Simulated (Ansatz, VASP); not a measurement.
**One calculation of Ti, two programs**

INCAR

```
SYSTEM = Ti
PREC = Accurate
ENCUT = 400
EDIFF = 1E-8
ISMEAR = -1
SIGMA = 0.05
LREAL = .False.
LASPH = .True.
NELM = 120
ALGO = Normal
ISIF = 2
LWAVE = .False.
LCHARG = .False.
LEFG = .True.
NBANDS = 12
GGA_COMPAT = .False.
```

Contents of KPOINTS:

```
Automatic mesh
0
Gamma
  15 15 15
  0 0 0
```

The input POSCAR:

```
Ti
1.0
    0.0000000000      2.0698140295      2.0698140295
    2.0698140295      0.0000000000      2.0698140295
    2.0698140295      2.0698140295      0.0000000000
Ti
1
Direct
    0.0000000000      0.0000000000      0.0000000000
```

Input for Ansatz:

```yaml
crystal:
  lattice:
    - [0.0, 2.0698140295, 2.0698140295]
    - [2.0698140295, 0.0, 2.0698140295]
    - [2.0698140295, 2.0698140295, 0.0]
  atoms:
    - { symbol: Ti, position: [0.0, 0.0, 0.0] }
kpoints:
  mp_grid: { grid: [15, 15, 15] }
scf:
  occupations: { method: fermi_dirac, width: 0.05 }
hamiltonian:
  xc: lda
  pseudopotentials: { kind: paw }
output:
  forces: true
  stress: true
  eigenvalues: true
  efg: { contact_densities: true }
  write_density: true
  write_potential: true
  elf: true
  volumetric_format: npy
```

Change from the starting cell: volume scaled by 1.06, PAW files.

Alike in both runs: task electric field gradients; functional LDA; k mesh 15 × 15 × 15; occupations fermi-dirac, width 0.05 eV; no spin polarisation.

|  | VASP | Ansatz |
| --- | --- | --- |
| version | VASP 6.6.1 | Ansatz 0.2.0 |
| potentials or method | VASP PAW LDA potentials, release 64 (Ti_sv) | PAW with Ansatz's default frozen-core files, scalar-relativistic |
| plane-wave cutoff (eV) | 400 | 420 |
| valence electrons in the cell | 12 | 12 |

|  | VASP | Ansatz | Ansatz less VASP |
| --- | --- | --- | --- |
| pressure (GPa) | -11.1 | -10.4 | +0.73 |

LDA's correlation is that of Perdew and Zunger in VASP and of Perdew and Wang (1992) in Ansatz.
